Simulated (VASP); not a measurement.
Se:

```
Se
1.0
    -1.40380    1.40380    1.40380
     1.40380   -1.40380    1.40380
     1.40380    1.40380   -1.40380
Se
1
Direct
  0.00000 0.00000 0.00000
```

* Program: VASP 6.6.1
* Task: relaxation of cell and atoms
* Functional: PBE
* Potentials or basis: VASP PAW PBE potentials, release 64 (Se)
* Cutoff: 600 eV
* k mesh: 13 × 13 × 13
* Occupations: methfessel-paxton, width 0.1 eV
* Spin: no spin polarisation

At the start: pressure 172.5 GPa; volume 11.07 Å³/atom.

How do energy, volume and symmetry change on relaxing?

Over 8 steps the energy falls by 2897.7 meV/atom and the volume is 20.31 Å³/atom (+83.5 %); space group Im-3m (No. 229, to 0.05 Å).

The path:
| step | energy change (eV) | largest force (eV/Å) | pressure (GPa) | volume (Å³) |
| --- | --- | --- | --- | --- |
| 1 | 0.0000 | 0.0000 | 172.55 | 11.07 |
| 2 | -1.5940 | 0.0000 | -8.17 | 43.23 |
| 3 | -2.8814 | 0.0000 | -3.90 | 21.58 |
| 4 | -2.8921 | 0.0000 | -2.40 | 21.03 |
| 5 | -2.8977 | 0.0000 | 0.16 | 20.26 |
| 6 | -2.8974 | 0.0000 | -0.64 | 20.49 |
| 7 | -2.8977 | 0.0000 | 0.12 | 20.27 |
| 8 | -2.8977 | 0.0000 | 0.00 | 20.31 |

Final structure:
```
CELL_PARAMETERS angstrom
-1.71870 1.71870 1.71870
1.71870 -1.71870 1.71870
1.71870 1.71870 -1.71870
ATOMIC_POSITIONS crystal
Se 0.00000 0.00000 0.00000
```

Caveat: the volume moved by over 15 % at a fixed basis, so the end points are rough; the volume moved by +84 % from the deposited cell, more than functionals usually miss.
